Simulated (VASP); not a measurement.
# LaSb2Au in VASP: a series of runs

LaSb2Au is run at these levels: PBE; tasks: single point.

All numbers are computed with VASP 6.6.1; they aren't measurements. Logs are shortened: lines on timing, memory, paths and dates and some standing lists are left out, and cuts for length are marked.

### 1 The cell of the first run

The cell holds an amorphous packing of atoms, 8 atoms: a = 5.753 Å, b = 6.526 Å, c = 5.271 Å, α = 92.96°, β = 86.68°, γ = 90.29°.

### 2 Single point, PBE

Contents of INCAR:

```
SYSTEM = LaSb2Au
  PREC = Accurate
  ENCUT = 520
  EDIFF = 1E-6
  ISMEAR = -1
  SIGMA = 0.05
  LREAL = .FALSE.
  LASPH = .TRUE.
  NELM = 100
  ALGO = Normal
  ISIF = 2
  LWAVE = .FALSE.
  LCHARG = .FALSE.
  GGA = PE
  NBANDS = 42
```

Contents of KPOINTS:

```
Automatic mesh
0
G
  3 2 3
  0 0 0
```

Contents of POSCAR:

```
LaSb2Au
1.0
    5.6201740000     -1.0429860000      0.6488060000
    1.0544210000      6.3858730000      0.8366020000
   -0.4489100000     -0.8820710000      5.1768500000
Sb La Au
4 2 2
Direct
    0.1948293967      0.8664938024      0.6689121899
    0.0342504885      0.5743854130      0.3467504549
    0.6417186287      0.6008964216      0.0909027604
    0.3011801093      0.8884643138      0.1627699308
    0.0388055905      0.3203852527      0.8272506943
    0.7933327651      0.0342032723      0.3309969221
    0.5355164672      0.1387037773      0.8517540291
    0.5179534073      0.4597834358      0.5497930169
```

Potentials or basis: VASP PAW PBE potentials, release 64 (Sb, La, Au).

Started as:

```bash
cat potpaw_PBE.64/Sb/POTCAR potpaw_PBE.64/La/POTCAR potpaw_PBE.64/Au/POTCAR > POTCAR
mpirun -np 1 vasp_std > vasp.out
```

OUTCAR:

```text
SYSTEM = LaSb2Au
   PREC = Accurate
   ENCUT = 520
   EDIFF = 1E-6
   ISMEAR = -1
   LREAL = .FALSE.
   LASPH = .TRUE.
   NELM = 100
   ISIF = 2
   GGA = PE

 ion  position               nearest neighbor table
   1  0.195  0.866  0.669-   2 2.68   4 2.70   4 2.71   7 2.82   5 3.16   6 3.23   8 3.26
   2  0.034  0.574  0.347-   1 2.68   3 2.71   4 2.74   5 3.10   5 3.13   8 3.15   8 3.20   6 3.32
                             3 3.68
   3  0.642  0.601  0.091-   8 2.69   2 2.71   4 2.72   8 3.07   5 3.15   6 3.18   7 3.28   2 3.68

   4  0.301  0.888  0.163-   7 2.68   1 2.70   1 2.71   3 2.72   2 2.74   6 3.14   6 3.14
   5  0.039  0.320  0.827-   2 3.10   7 3.11   7 3.12   2 3.13   3 3.15   1 3.16   8 3.20   6 3.50
                             6 3.55   8 3.55
   6  0.793  0.034  0.331-   7 3.09   7 3.11   4 3.14   4 3.14   3 3.18   1 3.23   2 3.32   8 3.33
                             5 3.50   5 3.55
   7  0.536  0.139  0.852-   4 2.68   8 2.70   1 2.82   6 3.09   6 3.11   5 3.11   5 3.12   3 3.28

   8  0.518  0.460  0.550-   3 2.69   7 2.70   3 3.07   2 3.15   5 3.20   2 3.20   1 3.26   6 3.33
                             5 3.55

  LATTYP: Found a triclinic cell.
 ALAT       =     6.5261842239
 B/A-ratio  =     1.3296798558
 C/A-ratio  =     0.8076099751
 COS(alpha) =     0.0004233712
 COS(beta)  =     0.0516083207
 COS(gamma) =     0.7486783193

  Lattice vectors:

 A1 = (   1.0544210000,   6.3858730000,   0.8366020000)
 A2 = (   6.6745950000,   5.3428870000,   1.4854080000)
 A3 = (   0.4489100000,   0.8820710000,  -5.1768500000)

Analysis of symmetry for initial positions (statically):
=====================================================================
 Subroutine PRICEL returns:
 Original cell was already a primitive cell.

 Routine SETGRP: Setting up the symmetry group for a
 triclinic supercell.

 Subroutine GETGRP returns: Found  1 space group operations
 (whereof  1 operations were pure point group operations)
 out of a pool of  2 trial point group operations.

The static configuration has the point symmetry C_1 .

Analysis of symmetry for dynamics (positions and initial velocities):
=====================================================================
 Subroutine PRICEL returns:
 Original cell was already a primitive cell.

 Routine SETGRP: Setting up the symmetry group for a
 triclinic supercell.

 Subroutine GETGRP returns: Found  1 space group operations
 (whereof  1 operations were pure point group operations)
 out of a pool of  2 trial point group operations.

The dynamic configuration has the point symmetry C_1 .

 Subroutine INISYM returns: Found  1 space group operations
 (whereof  1 operations are pure point group operations),
 and found     1 'primitive' translations

----------------------------------------------------------------------------------------

                                     Primitive cell

  volume of cell :     197.2845

  direct lattice vectors                    reciprocal lattice vectors
     5.620174000 -1.042986000  0.648806000     0.171309234 -0.029572215  0.009816324
     1.054421000  6.385873000  0.836602000     0.024467661  0.148952705  0.027501403
    -0.448910000 -0.882071000  5.176850000    -0.025423984 -0.020365183  0.187493047

  length of vectors
     5.752836241  6.526184224  5.270611479     0.174119872  0.153433705  0.190301767

  position of ions in fractional coordinates (direct lattice)
     0.194829397  0.866493802  0.668912190
     0.034250488  0.574385413  0.346750455
     0.641718629  0.600896422  0.090902760
     0.301180109  0.888464314  0.162769931
     0.038805590  0.320385253  0.827250694
     0.793332765  0.034203272  0.330996922
     0.535516467  0.138703777  0.851754029
     0.517953407  0.459783436  0.549793017

  ion indices of the primitive-cell ions
   primitive index   ion index
                 1           1
                 2           2
                 3           3
                 4           4
                 5           5
                 6           6
                 7           7
                 8           8

----------------------------------------------------------------------------------------

 KPOINTS: Automatic mesh

Automatic generation of k-mesh.
 Grid dimensions read from file:
 generate k-points for:    3    2    3

 Generating k-lattice:

  Cartesian coordinates                     Fractional coordinates (reciprocal lattice)
     0.057103078 -0.009857405  0.003272108     0.333333333 -0.000000000  0.000000000
     0.012233830  0.074476352  0.013750702    -0.000000000  0.500000000 -0.000000000
    -0.008474661 -0.006788394  0.062497682     0.000000000  0.000000000  0.333333333

  Length of vectors
     0.058039957  0.076716853  0.063433922

  Shift w.r.t. Gamma in fractional coordinates (k-lattice)
     0.000000000  0.000000000  0.000000000

 Subroutine IBZKPT returns following result:
 ===========================================

 Found     10 irreducible k-points:

 Following reciprocal coordinates:
            Coordinates               Weight
  0.000000  0.000000  0.000000      1.000000
  0.333333 -0.000000  0.000000      2.000000
  0.000000  0.500000 -0.000000      1.000000
  0.333333  0.500000  0.000000      2.000000
 -0.000000 -0.000000  0.333333      2.000000
  0.333333  0.000000  0.333333      2.000000
 -0.333333  0.000000  0.333333      2.000000
  0.000000  0.500000  0.333333      2.000000
  0.333333  0.500000  0.333333      2.000000
 -0.333333  0.500000  0.333333      2.000000
   k-points           NKPTS =     10   k-points in BZ     NKDIM =     10   number of bands    NBANDS=     42
   number of dos      NEDOS =    301   number of ions     NIONS =      8
   total plane-waves  NPLWV =  96000
   dimension x,y,z NGX =    48 NGY =   50 NGZ =   40
   dimension x,y,z NGXF=    96 NGYF=  100 NGZF=   80
   ions per type =               4   2   2
   NGX,Y,Z   is equivalent  to a cutoff of  13.87, 12.74, 12.62 a.u.
   NGXF,Y,Z  is equivalent  to a cutoff of  27.74, 25.47, 25.23 a.u.
 SYSTEM =  LaSb2Au
   PREC   = accura    normal or accurate (medium, high low for compatibility)
   ISTART =      0    job   : 0-new  1-cont  2-samecut
   ICHARG =      2    charge: 1-file 2-atom 10-const
   ISPIN  =      1    spin polarized calculation?
   LNONCOLLINEAR =      F non collinear calculations
   LSORBIT =      F    spin-orbit coupling
   LASPH  =      T    aspherical Exc in radial PAW
   ENCUT  =  520.0 eV  38.22 Ry    6.18 a.u.  10.70 12.13  9.80*2*pi/ulx,y,z
   NELM   =    100;   NELMIN=  2; NELMDL= -5     # of ELM steps
   EDIFF  = 0.1E-05   stopping-criterion for ELM
   LREAL  =      F    real-space projection
   EDIFFG = 0.1E-04   stopping-criterion for IOM
   NSW    =      0    number of steps for IOM
   IBRION =     -1    ionic relax: 0-MD 1-quasi-New 2-CG
   NFREE  =      0    steps in history (QN), initial steepest desc. (CG)
   ISIF   =      2    stress and relaxation
   ISYM   =      2    0-nonsym 1-usesym 2-fastsym
   POTIM  = 0.5000    time-step for ionic-motion
   TEBEG  =    0.0;   TEEND  =   0.0 temperature during run
   PSTRESS=    0.0 pullay stress
   NELECT =      64.0000    total number of electrons
   NUPDOWN=      -1.0000    fix difference up-down
   EMIN   =  10.00;   EMAX   =-10.00  energy-range for DOS
   EFERMI =   0.00;   METHOD = LEGACY
   ISMEAR =    -1;   SIGMA  =   0.05  broadening in eV -4-tet -1-fermi 0-gaus
   EFERMI_NEDOS =   21; number of points for ismear=-14 and -15
   IALGO  =     38    algorithm
   IMIX   =      4    mixing-type and parameters
     AMIX     =   0.40;   BMIX     =  1.00
     AMIX_MAG =   1.60;   BMIX_MAG =  1.00
  volume/ion in A,a.u.               =      24.66       166.42
  Fermi-wavevector in a.u.,A,eV,Ry     =   1.124874  2.125704 17.216016  1.265341
  Thomas-Fermi vector in A             =   2.261548
   LORBIT       =      0    0 simple, 1 ext, 2 COOP (PROOUT), +10 PAW based schemes
   GGA     = PE    functional components
   LHFCALC =     F    Hartree Fock is set to
   AEXX    =    0.0000 exact exchange contribution
   IVDW    =     0    specifies the selected vdW correction
   LEPSILON=     F    determine dielectric tensor
   LRPA    =     F    only Hartree local field effects (RPA)
 non-spin polarized calculation
  energy-cutoff  :      520.00
  volume of cell :      197.28
 maximum number of plane-waves:      5323
 NGX is ok and might be reduce to    48
   NGX = 21   NGY = 25   NGZ = 19

 number of electron      63.9999999 magnetization

 Free energy of the ion-electron system (eV)
  ---------------------------------------------------
  ext. energy  EPLUGINS =         0.00000000
  ---------------------------------------------------
  free energy    TOTEN  =       -32.39185853 eV

  energy without entropy =      -32.36053855  energy(sigma->0) =      -32.37619854

 E-fermi :   9.6615     XC(G=0): -10.6490

 val. band max:        9.6593981944   @ k =   0.3333   0.0000   0.3333
 cond. band min:       9.7523129041   @ k =   0.3333   0.5000   0.0000
 fundamental gap:      0.0929147097
 Fermi energy:         9.6614502967

 k-point     1 :       0.0000    0.0000    0.0000
  band No.  band energies     occupation
      1     -23.2288      2.00000
      2     -23.0740      2.00000
      3      -7.4362      2.00000
      4      -7.3247      2.00000
      5      -7.2038      2.00000
      6      -7.0489      2.00000
[... 34 lines left out ...]
     41      11.5668      0.00000
     42      11.6352      0.00000

 k-point     2 :       0.3333   -0.0000    0.0000
  band No.  band energies     occupation
      1     -23.2272      2.00000
      2     -23.0742      2.00000
      3      -7.4510      2.00000
      4      -7.3317      2.00000
      5      -7.2606      2.00000
      6      -7.0515      2.00000
[... 349 lines left out ...]
     41      11.5704      0.00000
     42      11.6655      0.00000

 k-point    10 :      -0.3333    0.5000    0.3333
  band No.  band energies     occupation
      1     -23.1985      2.00000
      2     -23.1013      2.00000
      3      -7.5416      2.00000
      4      -7.4228      2.00000
      5      -7.2535      2.00000
      6      -7.0530      2.00000
[... 34 lines left out ...]
     41      11.5751      0.00000
     42      11.6570      0.00000

------------------------ aborting loop because EDIFF is reached ----------------------------------------

  FORCE on cell =-STRESS in cart. coord.  units (eV):
  Direction    XX          YY          ZZ          XY          YZ          ZX
  --------------------------------------------------------------------------------------
  -------------------------------------------------------------------------------------
  Total       21.2149983     16.1475693     31.8489492      2.2032494     -1.3640093      2.1983519
  in kB      172.2902562    131.1368874    258.6502024     17.8929266    -11.0773288     17.8531533
  external PRESSURE =     187.3591153 kB  Pullay stress =       0.0000000 kB

 VOLUME and BASIS-vectors are now :
 -----------------------------------------------------------------------------
  energy-cutoff  :      520.00
  volume of cell :      197.28
      direct lattice vectors                 reciprocal lattice vectors
     5.620174000 -1.042986000  0.648806000     0.171309234 -0.029572215  0.009816324
     1.054421000  6.385873000  0.836602000     0.024467661  0.148952705  0.027501403
    -0.448910000 -0.882071000  5.176850000    -0.025423984 -0.020365183  0.187493047

 POSITION                                       TOTAL-FORCE (eV/Angst)
 -----------------------------------------------------------------------------------
      1.70834      4.74009      4.31417         0.136070      0.420354      1.665434
      0.64248      3.32637      2.29783        -1.327451     -3.164944     -0.198790
      4.19936      3.08776      1.38965        -0.354116     -1.157851     -1.684960
      2.55643      5.21592      1.78133         0.507565      2.854584     -0.138251
      0.18455      1.27577      4.57576         0.781623      0.378865     -0.079995
      4.34615     -0.90098      2.25686        -1.042102      0.473089      0.348625
      2.77359     -0.42410      4.87289         1.092023      0.218540      0.019428
      3.14899      1.91094      3.56690         0.206387     -0.022638      0.068508
 -----------------------------------------------------------------------------------
    total drift:                               -0.002143      0.000069     -0.000745

  FREE ENERGIE OF THE ION-ELECTRON SYSTEM (eV)
  ---------------------------------------------------
  free  energy   TOTEN  =       -32.3918585332 eV

  energy  without entropy=      -32.3605385478  energy(sigma->0) =      -32.37619854
```

It took 4.8 min on 1 thread of Intel Xeon Platinum 8375C at 2.90GHz (Ice Lake), shared host; peak memory 0.35 GiB.

Results:

```
Free energy            : -32.3919 eV
Pressure               : 18.7 GPa
Largest force          : 3.438 eV/Å
Band gap on the k mesh : zero (band 32 reaches 9.66 eV, above the bottom of band 33 at 9.40 eV)
```

Forces on the atoms (eV/Å):
```
Sb   0.136  0.420  1.665
Sb  -1.327 -3.165 -0.199
Sb  -0.354 -1.158 -1.685
Sb   0.508  2.855 -0.138
La   0.782  0.379 -0.080
La  -1.042  0.473  0.349
Au   1.092  0.219  0.019
Au   0.206 -0.023  0.069
```

Stress tensor (GPa, compression positive):
```
17.23  1.79  1.79
 1.79 13.11 -1.11
 1.79 -1.11 25.87
```

Levels at points of the mesh, in eV from the Fermi level:
| k point | band 29 | band 30 | band 31 | band 32 | band 33 | band 34 | band 35 | band 36 |
| --- | --- | --- | --- | --- | --- | --- | --- | --- |
| (0.00, 0.00, 0.00) | -1.61 | -1.24 | -0.70 | -0.38 | 0.10 | 0.46 | 0.93 | 1.28 |
| (0.00, 0.50, 0.00) | -1.57 | -1.15 | -0.48 | -0.41 | -0.27 | 0.23 | 0.47 | 0.78 |

Caveat: the k points lie up to 0.48 Å⁻¹ apart; spin-orbit coupling is left out, which moves the levels of the heavy elements.

### 3 Single point, PBE

Contents of INCAR:

```
SYSTEM = LaSb2Au
  PREC = Accurate
  ENCUT = 520
  EDIFF = 1E-7
  ISMEAR = -1
  SIGMA = 0.05
  LREAL = .False.
  LASPH = .True.
  NELM = 100
  ALGO = Normal
  ISIF = 2
  LWAVE = .False.
  LCHARG = .False.
  GGA = PE
  NBANDS = 42
```

Contents of KPOINTS:

```
Automatic mesh
0
Gamma
  3 2 3
  0 0 0
```

Contents of POSCAR:

```
LaSb2Au
1.0
    5.6201740000     -1.0429860000      0.6488060000
    1.0544210000      6.3858730000      0.8366020000
   -0.4489100000     -0.8820710000      5.1768500000
Sb La Au
4 2 2
Direct
    0.1949373421      0.8611650217      0.6707720145
    0.0280443950      0.5662167793      0.3480190730
    0.6387845822      0.5955927179      0.0860283128
    0.3007740286      0.8948265592      0.1590525738
    0.0409134031      0.3217968616      0.8232804197
    0.7904857485      0.0397196591      0.3359107483
    0.5363891042      0.1377024261      0.8526239713
    0.5234367064      0.4635882208      0.5516351240
```

Potentials or basis: VASP PAW PBE potentials, release 64 (Sb, La, Au).

Started as:

```bash
cat potpaw_PBE.64/Sb/POTCAR potpaw_PBE.64/La/POTCAR potpaw_PBE.64/Au/POTCAR > POTCAR
mpirun -np 1 vasp_std > vasp.out
```

It took 4.7 min on 1 thread of Intel Xeon Platinum 8375C at 2.90GHz (Ice Lake), shared host; peak memory 0.35 GiB.

It converged, with:

```
Free energy            : -32.8027 eV
Pressure               : 17.8 GPa
Largest force          : 2.499 eV/Å
Band gap on the k mesh : zero (band 32 reaches 9.63 eV, above the bottom of band 33 at 9.31 eV)
```

Forces on the atoms (eV/Å):
```
Sb   0.128  0.417  1.006
Sb  -0.778 -2.341 -0.397
Sb  -0.556 -0.791 -1.485
Sb   0.031  2.063  0.535
La   0.800  0.090  0.144
La  -0.919  0.162  0.169
Au   1.176  0.416 -0.074
Au   0.117 -0.018  0.102
```

Stress tensor (GPa, compression positive):
```
15.84  1.69  1.74
 1.69 11.56 -1.57
 1.74 -1.57 26.11
```

Levels at points of the mesh, in eV from the Fermi level:
```csv
k point,band 28,band 29,band 30,band 31,band 32,band 33,band 34,band 35,band 36,band 37
"(0.00, 0.00, 0.00)",-2.36,-1.59,-1.23,-0.75,-0.41,0.04,0.46,0.99,1.27,1.40
"(0.00, 0.50, 0.00)",-1.90,-1.56,-1.07,-0.50,-0.43,-0.32,0.29,0.52,0.79,1.21
```

Caveat: the k points lie up to 0.48 Å⁻¹ apart; spin-orbit coupling is left out, which moves the levels of the heavy elements.
